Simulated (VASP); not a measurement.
Here is a VASP 6.6.1 calculation.

Contents of INCAR:

```
  ALGO = Normal
  EDIFF = 1E-6
  ENCUT = 520
  GGA = PE
  ISIF = 2
  ISMEAR = 0
  ISPIN = 2
  LASPH = True
  LCHARG = False
  LORBIT = 11
  LREAL = False
  LWAVE = False
  MAGMOM = 0.5 0.5 0.5 0.5
  NBANDS = 33
  NELM = 150
  PREC = Accurate
  SIGMA = 0.05
```

Contents of KPOINTS:

```
k-points
0
Gamma
  1 1 11
```

The input POSCAR:

```
BiTe
1.0
   12.1000000000      0.0000000000      0.0000000000
    0.0000000000      9.3000000000      0.0000000000
    0.0000000000      0.0000000000      5.8521494896
Bi Te
2 2
Direct
    0.3730422115      0.5000000000      0.0000000000
    0.6269577885      0.5000000000      0.5000000000
    0.3730422115      0.5000000000      0.5000000000
    0.6269577885      0.5000000000      0.0000000000
```

Potentials or basis: VASP PAW PBE potentials, release 64 (Bi_d, Te).

The run is started by

```bash
$ cat potpaw_PBE.64/Bi_d/POTCAR potpaw_PBE.64/Te/POTCAR > POTCAR
$ mpirun -np 1 vasp_std > vasp.out
```

Task: Predict the site moments.

Result: Bi +0.04; Te -0.00 μB.

Task: Estimate the largest force.

Result: 0.885 eV/Å.

Task: Predict the net moment.

Result: 0.17 μB per cell.

Forces in eV/Å, atoms in the order of the input:
```
Bi   0.885  0.000  0.000
Bi  -0.885  0.000  0.000
Te   0.808  0.000  0.000
Te  -0.808  0.000  0.000
```
